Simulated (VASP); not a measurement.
# TaN (P6/mmm) in VASP: a series of runs

TaN is run at these levels: r2SCAN; tasks: single point.

Program: VASP 6.6.1. These are calculated values, not measurements. Logs are shortened: lines on timing, memory, paths and dates and some standing lists are left out, and cuts for length are marked.

## (1) The cell of the first run

The structure is hexagonal, space group P6/mmm (No. 191). The conventional cell has a = 5.217 Å, b = 5.217 Å, c = 2.901 Å, α = 90.00°, β = 90.00°, γ = 120.00°. Within 3.4 Å of Ta (site symmetry 6/mmm) lie 6 N at 2.61 Å and 14 Ta at 2.90 to 3.34 Å. Ta (site symmetry -6m2) has 6 N at 2.09 Å and 5 Ta at 2.90 to 3.01 Å within 3.1 Å. Within 3.0 Å of N (site symmetry mmm) lie 6 Ta at 2.09 to 2.61 Å and 6 N at 2.61 to 2.90 Å.

## (2) Single point, r2SCAN

File POSCAR:

```
TaN
1.0
    5.2171476417      0.0000000000      0.0000000000
   -2.6085738209      4.5181823930      0.0000000000
    0.0000000000      0.0000000000      2.9008591793
Ta N
3 3
Direct
    0.0000000000      0.0000000000      0.0000000000
    0.3333333333      0.6666666667      0.5000000000
    0.6666666667      0.3333333333      0.5000000000
    0.5000000000      0.0000000000      0.0000000000
    0.5000000000      0.5000000000      0.0000000000
    0.0000000000      0.5000000000      0.0000000000
```

File INCAR.step1:

```
SYSTEM = TaN
  PREC = Accurate
  ENCUT = 520
  ISMEAR = 0
  SIGMA = 0.1
  LREAL = .False.
  LASPH = .True.
  NELM = 100
  NBANDS = 33
  GGA = PE
  ALGO = Normal
  EDIFF = 1E-4
  LWAVE = .True.
  LCHARG = .False.
```

File INCAR.step2:

```
SYSTEM = TaN
  PREC = Accurate
  ENCUT = 520
  EDIFF = 1E-7
  ISMEAR = 0
  SIGMA = 0.1
  LREAL = .False.
  LASPH = .True.
  NELM = 100
  ALGO = Normal
  ISIF = 2
  LWAVE = .False.
  LCHARG = .True.
  METAGGA = R2SCAN
  LMIXTAU = .True.
  LELF = .True.
  LVHAR = .True.
  NBANDS = 33
  ISTART = 1
```

File KPOINTS:

```
Automatic mesh
0
Gamma
  12 12 12
  0 0 0
```

Potentials or basis: VASP PAW PBE potentials, release 64 (Ta_pv, N).

The run is started by

```bash
cat potpaw_PBE.64/Ta_pv/POTCAR potpaw_PBE.64/N/POTCAR > POTCAR
cp INCAR.step1 INCAR
mpirun -np 1 vasp_std > vasp.out
cp INCAR.step2 INCAR
mpirun -np 1 vasp_std > vasp.out
```

OUTCAR:

```text
SYSTEM = TaN
   PREC = Accurate
   ENCUT = 520
   EDIFF = 1E-7
   ISMEAR = 0
   LREAL = .False.
   LASPH = .True.
   NELM = 100
   ISIF = 2
   METAGGA = R2SCAN
   ISTART = 1

 ion  position               nearest neighbor table
   1  0.000  0.000  0.000-   5 2.61   5 2.61   4 2.61   4 2.61   6 2.61   6 2.61   3 3.34   3 3.34
                             2 3.34   2 3.34   2 3.34   3 3.34   2 3.34   3 3.34   2 3.34   3 3.34
   2  0.333  0.667  0.500-   6 2.09   6 2.09   4 2.09   4 2.09   5 2.09   5 2.09   3 3.01   3 3.01
                             3 3.01   1 3.34   1 3.34   1 3.34   1 3.34   1 3.34   1 3.34
   3  0.667  0.333  0.500-   6 2.09   6 2.09   4 2.09   4 2.09   5 2.09   5 2.09   2 3.01   2 3.01
                             2 3.01   1 3.34   1 3.34   1 3.34   1 3.34   1 3.34   1 3.34
   4  0.500  0.000  0.000-   2 2.09   3 2.09   2 2.09   3 2.09   1 2.61   1 2.61
   5  0.500  0.500  0.000-   2 2.09   3 2.09   2 2.09   3 2.09   1 2.61   1 2.61
   6  0.000  0.500  0.000-   2 2.09   3 2.09   2 2.09   3 2.09   1 2.61   1 2.61

  LATTYP: Found a hexagonal cell.
 ALAT       =     5.2171476417
 C/A-ratio  =     0.5560239768

  Lattice vectors:

 A1 = (   5.2171476417,   0.0000000000,   0.0000000000)
 A2 = (  -2.6085738209,   4.5181823930,   0.0000000000)
 A3 = (   0.0000000000,   0.0000000000,   2.9008591793)

Analysis of symmetry for initial positions (statically):
=====================================================================
 Subroutine PRICEL returns:
 Original cell was already a primitive cell.

 Routine SETGRP: Setting up the symmetry group for a
 hexagonal supercell.

 Subroutine GETGRP returns: Found 24 space group operations
 (whereof 24 operations were pure point group operations)
 out of a pool of 24 trial point group operations.

The static configuration has the point symmetry D_6h.

Analysis of symmetry for dynamics (positions and initial velocities):
=====================================================================
 Subroutine PRICEL returns:
 Original cell was already a primitive cell.

 Routine SETGRP: Setting up the symmetry group for a
 hexagonal supercell.

 Subroutine GETGRP returns: Found 24 space group operations
 (whereof 24 operations were pure point group operations)
 out of a pool of 24 trial point group operations.

The dynamic configuration has the point symmetry D_6h.

 Subroutine INISYM returns: Found 24 space group operations
 (whereof 24 operations are pure point group operations),
 and found     1 'primitive' translations

----------------------------------------------------------------------------------------

                                     Primitive cell

  volume of cell :      68.3791

  direct lattice vectors                    reciprocal lattice vectors
     5.217147642  0.000000000  0.000000000     0.191675618  0.110663970  0.000000000
    -2.608573821  4.518182393  0.000000000     0.000000000  0.221327940  0.000000000
     0.000000000  0.000000000  2.900859179     0.000000000  0.000000000  0.344725455

  length of vectors
     5.217147642  5.217147642  2.900859179     0.221327940  0.221327940  0.344725455

  position of ions in fractional coordinates (direct lattice)
     0.000000000  0.000000000  0.000000000
     0.333333333  0.666666667  0.500000000
     0.666666667  0.333333333  0.500000000
     0.500000000  0.000000000  0.000000000
     0.500000000  0.500000000  0.000000000
     0.000000000  0.500000000  0.000000000

  ion indices of the primitive-cell ions
   primitive index   ion index
                 1           1
                 2           2
                 3           3
                 4           4
                 5           5
                 6           6

----------------------------------------------------------------------------------------

 KPOINTS: Automatic mesh

Automatic generation of k-mesh.
 Grid dimensions read from file:
 generate k-points for:   12   12   12

 Generating k-lattice:

  Cartesian coordinates                     Fractional coordinates (reciprocal lattice)
     0.015972968  0.009221997  0.000000000     0.083333333 -0.000000000  0.000000000
     0.000000000  0.018443995  0.000000000     0.000000000  0.083333333  0.000000000
     0.000000000  0.000000000  0.028727121     0.000000000  0.000000000  0.083333333

  Length of vectors
     0.018443995  0.018443995  0.028727121

  Shift w.r.t. Gamma in fractional coordinates (k-lattice)
     0.000000000  0.000000000  0.000000000

 Subroutine IBZKPT returns following result:
 ===========================================

 Found    133 irreducible k-points:

 Following reciprocal coordinates:
            Coordinates               Weight
  0.000000  0.000000  0.000000      1.000000
  0.083333  0.000000  0.000000      6.000000
  0.166667 -0.000000  0.000000      6.000000
  0.250000  0.000000  0.000000      6.000000
  0.333333 -0.000000  0.000000      6.000000
  0.416667 -0.000000  0.000000      6.000000
[... 16 lines left out ...]
  0.250000  0.000000  0.083333     12.000000
  0.333333 -0.000000  0.083333     12.000000
 [... further k-points ...]
   k-points           NKPTS =    133   k-points in BZ     NKDIM =    133   number of bands    NBANDS=     33
   number of dos      NEDOS =    301   number of ions     NIONS =      6
   total plane-waves  NPLWV =  38400
   dimension x,y,z NGX =    40 NGY =   40 NGZ =   24
   dimension x,y,z NGXF=    80 NGYF=   80 NGZF=   48
   ions per type =               3   3
   NGX,Y,Z   is equivalent  to a cutoff of  12.75, 12.75, 13.75 a.u.
   NGXF,Y,Z  is equivalent  to a cutoff of  25.49, 25.49, 27.51 a.u.
 SYSTEM =  TaN
   PREC   = accura    normal or accurate (medium, high low for compatibility)
   ISTART =      1    job   : 0-new  1-cont  2-samecut
   ICHARG =      0    charge: 1-file 2-atom 10-const
   ISPIN  =      1    spin polarized calculation?
   LNONCOLLINEAR =      F non collinear calculations
   LSORBIT =      F    spin-orbit coupling
   LASPH  =      T    aspherical Exc in radial PAW
   ENCUT  =  520.0 eV  38.22 Ry    6.18 a.u.   9.70  9.70  5.39*2*pi/ulx,y,z
   NELM   =    100;   NELMIN=  2; NELMDL=  0     # of ELM steps
   EDIFF  = 0.1E-06   stopping-criterion for ELM
   LREAL  =      F    real-space projection
   EDIFFG = 0.1E-05   stopping-criterion for IOM
   NSW    =      0    number of steps for IOM
   IBRION =     -1    ionic relax: 0-MD 1-quasi-New 2-CG
   NFREE  =      0    steps in history (QN), initial steepest desc. (CG)
   ISIF   =      2    stress and relaxation
   ISYM   =      2    0-nonsym 1-usesym 2-fastsym
   POTIM  = 0.5000    time-step for ionic-motion
   TEBEG  =    0.0;   TEEND  =   0.0 temperature during run
   PSTRESS=    0.0 pullay stress
   NELECT =      48.0000    total number of electrons
   NUPDOWN=      -1.0000    fix difference up-down
   EMIN   =  10.00;   EMAX   =-10.00  energy-range for DOS
   EFERMI =   0.00;   METHOD = LEGACY
   ISMEAR =     0;   SIGMA  =   0.10  broadening in eV -4-tet -1-fermi 0-gaus
   EFERMI_NEDOS =   21; number of points for ismear=-14 and -15
   IALGO  =     38    algorithm
   IMIX   =      4    mixing-type and parameters
     AMIX     =   0.40;   BMIX     =  1.00
     AMIX_MAG =   1.60;   BMIX_MAG =  1.00
  volume/ion in A,a.u.               =      11.40        76.91
  Fermi-wavevector in a.u.,A,eV,Ry     =   1.454948  2.749453 28.801805  2.116873
  Thomas-Fermi vector in A             =   2.572039
   LORBIT       =      0    0 simple, 1 ext, 2 COOP (PROOUT), +10 PAW based schemes
   METAGGA = R2SCAN    functional components
   LHFCALC =     F    Hartree Fock is set to
   AEXX    =    0.0000 exact exchange contribution
   IVDW    =     0    specifies the selected vdW correction
   LEPSILON=     F    determine dielectric tensor
   LRPA    =     F    only Hartree local field effects (RPA)
 non-spin polarized calculation
 Gauss-broadening in eV      SIGMA  =   0.10
  energy-cutoff  :      520.00
  volume of cell :       68.38
 maximum number of plane-waves:      1858
 NGX is ok and might be reduce to    40
   NGX = 19   NGY = 19   NGZ = 11

 number of electron      47.9999999 magnetization

 Free energy of the ion-electron system (eV)
  ---------------------------------------------------
  ext. energy  EPLUGINS =         0.00000000
  ---------------------------------------------------
  free energy    TOTEN  =      -178.40002583 eV

  energy without entropy =     -178.39675671  energy(sigma->0) =     -178.39839127

 E-fermi :   8.1809     XC(G=0): -13.9971

 val. band max:        8.1435799791   @ k =   0.0833   0.0833   0.1667
 cond. band min:       8.2004298860   @ k =   0.1667   0.0833   0.4167
 fundamental gap:      0.0568499069
 Fermi energy:         8.1808507497

 k-point     1 :       0.0000    0.0000    0.0000
  band No.  band energies     occupation
      1     -29.4874      2.00000
      2     -29.4874      2.00000
      3     -29.0863      2.00000
      4     -29.0863      2.00000
      5     -28.8488      2.00000
      6     -28.7142      2.00000
[... 25 lines left out ...]
     32      11.4735      0.00000
     33      11.4735      0.00000

 k-point     2 :       0.0833    0.0000    0.0000
  band No.  band energies     occupation
      1     -29.4925      2.00000
      2     -29.4845      2.00000
      3     -29.0831      2.00000
      4     -29.0798      2.00000
      5     -28.8467      2.00000
      6     -28.7162      2.00000
[... 25 lines left out ...]
     32      11.4949      0.00000
     33      11.5021      0.00000
[... 754 lines left out ...]
     32      11.6138      0.00000
     33      11.9644      0.00000

 k-point    24 :       0.3333   -0.0000    0.0833
  band No.  band energies     occupation
      1     -29.5248      2.00000
      2     -29.4115      2.00000
      3     -29.1065      2.00000
      4     -29.0101      2.00000
      5     -28.8940      2.00000
      6     -28.8060      2.00000
[... 25 lines left out ...]
     32      11.8729      0.00000
     33      11.9557      0.00000

 [... further k-points ...]

------------------------ aborting loop because EDIFF is reached ----------------------------------------

  FORCE on cell =-STRESS in cart. coord.  units (eV):
  Direction    XX          YY          ZZ          XY          YZ          ZX
  --------------------------------------------------------------------------------------
  -------------------------------------------------------------------------------------
  Total        1.9706464      1.9706464      2.0803007     -0.0000000      0.0000000      0.0000000
  in kB       46.1738147     46.1738147     48.7431010     -0.0000000      0.0000000      0.0000000
  external PRESSURE =      47.0302434 kB  Pullay stress =       0.0000000 kB

 VOLUME and BASIS-vectors are now :
 -----------------------------------------------------------------------------
  energy-cutoff  :      520.00
  volume of cell :       68.38
      direct lattice vectors                 reciprocal lattice vectors
     5.217147642  0.000000000  0.000000000     0.191675618  0.110663970  0.000000000
    -2.608573821  4.518182393  0.000000000     0.000000000  0.221327940  0.000000000
     0.000000000  0.000000000  2.900859179     0.000000000  0.000000000  0.344725455

 POSITION                                       TOTAL-FORCE (eV/Angst)
 -----------------------------------------------------------------------------------
      0.00000      0.00000      0.00000         0.000000      0.000000      0.000000
     -0.00000      3.01212      1.45043         0.000000     -0.000000      0.000000
      2.60857      1.50606      1.45043        -0.000000      0.000000      0.000000
      2.60857      0.00000      0.00000         0.000000      0.000000      0.000000
      1.30429      2.25909      0.00000         0.000000      0.000000      0.000000
     -1.30429      2.25909      0.00000         0.000000      0.000000      0.000000
 -----------------------------------------------------------------------------------
    total drift:                               -0.000000      0.000000     -0.000000

  FREE ENERGIE OF THE ION-ELECTRON SYSTEM (eV)
  ---------------------------------------------------
  free  energy   TOTEN  =      -178.4000258256 eV

  energy  without entropy=     -178.3967567110  energy(sigma->0) =     -178.39839127
```

Wall time 11 min (1 thread of Intel Xeon 6975P-C (Granite Rapids), shared host); peak memory 0.36 GiB.

What came out:

```yaml
Free_energy: -178.4000 eV
Pressure: 4.7 GPa
Band_gap_on_the_k_mesh: zero (bands 24 and 25 overlap by 2.25 eV)
```

Caveat: the cell stands under pressure; the PAW data sets were made with another functional, which shifts forces and pressure a little; spin-orbit coupling is left out, which moves the levels of the heavy elements.

## (3) Single point, r2SCAN

This run uses another cell than the first one, of 11.63 Å³/atom.

Edit POSCAR of step 2 so:

```diff
@@ -2,5 +2,5 @@
 1.0
-    5.2171476417      0.0000000000      0.0000000000
-   -2.6085738209      4.5181823930      0.0000000000
-    0.0000000000      0.0000000000      2.9008591793
+    5.2622023368      0.0000000000      0.0000000000
+   -2.6311011684      4.5572009035      0.0000000000
+    0.0000000000      0.0000000000      2.9094903500
 Ta N
```

File INCAR.step1:

```
PREC     = Accurate       # precision mode
ENCUT    = 520            # plane-wave cutoff, eV
ISMEAR   = 0              # smearing method
SIGMA    = 0.1            # smearing width, eV
LREAL    = False          # projectors in reciprocal space
LASPH    = True           # aspherical terms in the spheres
NELM     = 80             # most SCF steps
NBANDS   = 33             # bands
GGA      = PE             # functional
ALGO     = Normal         # electronic algorithm
EDIFF    = 1E-4           # SCF threshold, eV
LWAVE    = True           # write WAVECAR
LCHARG   = False          # write CHGCAR
```

File INCAR.step2:

```
PREC     = Accurate       # precision mode
ENCUT    = 520            # plane-wave cutoff, eV
EDIFF    = 1E-6           # SCF threshold, eV
ISMEAR   = 0              # smearing method
SIGMA    = 0.1            # smearing width, eV
LREAL    = False          # projectors in reciprocal space
LASPH    = True           # aspherical terms in the spheres
NELM     = 80             # most SCF steps
ALGO     = Normal         # electronic algorithm
ISIF     = 2              # what is computed and relaxed
LWAVE    = False          # write WAVECAR
LCHARG   = False          # write CHGCAR
METAGGA  = R2SCAN         # meta-GGA
LMIXTAU  = True         
NBANDS   = 33             # bands
ISTART   = 1
```

File KPOINTS:

```
Automatic mesh
0
Gamma
  12 12 12
```

Potentials or basis: VASP PAW PBE potentials, release 64 (Ta_pv, N).

The run is started by

```bash
cat potpaw_PBE.64/Ta_pv/POTCAR potpaw_PBE.64/N/POTCAR > POTCAR
cp INCAR.step1 INCAR
mpirun -np 1 vasp_std > vasp.out
cp INCAR.step2 INCAR
mpirun -np 1 vasp_std > vasp.out
```

Run time: 12 min. Hardware: 1 thread of Intel Xeon 6975P-C (Granite Rapids), shared host; peak memory 0.37 GiB.

It converged, with:

```
Free energy            : -178.4149 eV
Pressure               : -1.4 GPa
Band gap on the k mesh : zero (bands 24 and 25 overlap by 2.19 eV)
```

Stress tensor (GPa, compression positive):
```
-1.54  0.00  0.00
 0.00 -1.54  0.00
 0.00  0.00 -1.23
```

Levels at points of the mesh, in eV from the Fermi level:
| k point | band 22 | band 23 | band 24 | band 25 | band 26 | band 27 |
| --- | --- | --- | --- | --- | --- | --- |
| (0.00, 0.00, 0.00) | -2.75 | -2.27 | -1.20 | -1.20 | 0.93 | 0.93 |
| (0.50, 0.00, 0.00) | -3.32 | -1.79 | -0.76 | 1.30 | 1.83 | 1.93 |
| (0.00, 0.00, 0.50) | -3.43 | -2.14 | 0.94 | 0.94 | 1.47 | 1.96 |
| (0.50, 0.00, 0.50) | -3.27 | -2.28 | -1.40 | 0.99 | 1.42 | 3.07 |

Caveat: the PAW data sets were made with another functional, which shifts forces and pressure a little; spin-orbit coupling is left out, which moves the levels of the heavy elements.

The gap in the log of VASP goes by the Fermi energy; the results here count the filled bands.